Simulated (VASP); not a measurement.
Hf3OF3, 7 atoms in the cell. It takes space group Pm-3m (No. 221, cubic). Conventional cell: a = 4.658 Å, b = 4.658 Å, c = 4.658 Å, α = 90.00°, β = 90.00°, γ = 90.00°. Hf (site symmetry 4/mmm) has 2 O at 2.33 Å and 4 F at 2.33 Å within 3.1 Å. Within 3.1 Å of O (site symmetry m-3m) lie 6 Hf at 2.33 Å. F (site symmetry 4/mmm) has 4 Hf at 2.33 Å within 3.1 Å. 

- Program: VASP 6.6.1
- Task: relaxation of cell and atoms
- Functional: PBE
- Potentials or basis: VASP PAW PBE potentials, release 64 (Hf_pv, O, F)
- Cutoff: 600 eV
- k mesh: 8 × 8 × 8
- Occupations: gaussian, width 0.1 eV
- Spin: no spin polarisation
- Dipole correction: no
- Further INCAR settings: ALGO = Normal; EDIFF = 1e-06; IBRION = 2; EDIFFG = -0.01; NSW = 100; ISIF = 3

Potentials or basis: VASP PAW PBE potentials, release 64 (Hf_pv, O, F).

Launch:

```bash
$ cat potpaw_PBE.64/Hf_pv/POTCAR potpaw_PBE.64/O/POTCAR potpaw_PBE.64/F/POTCAR > POTCAR
$ mpirun -np 1 vasp_std > vasp.out
```

Hardware: 1 thread of AMD EPYC 7R43 64-Core Processor (Zen 3), with other jobs on the host.

Task: Estimate the wall time of this run.

Result: Run time: 9.1 min on 1 thread of AMD EPYC 7R43 64-Core Processor (Zen 3) (shared host), peak memory 0.28 GiB. Counts: scf iterations 33, k points 35, ion steps 3.
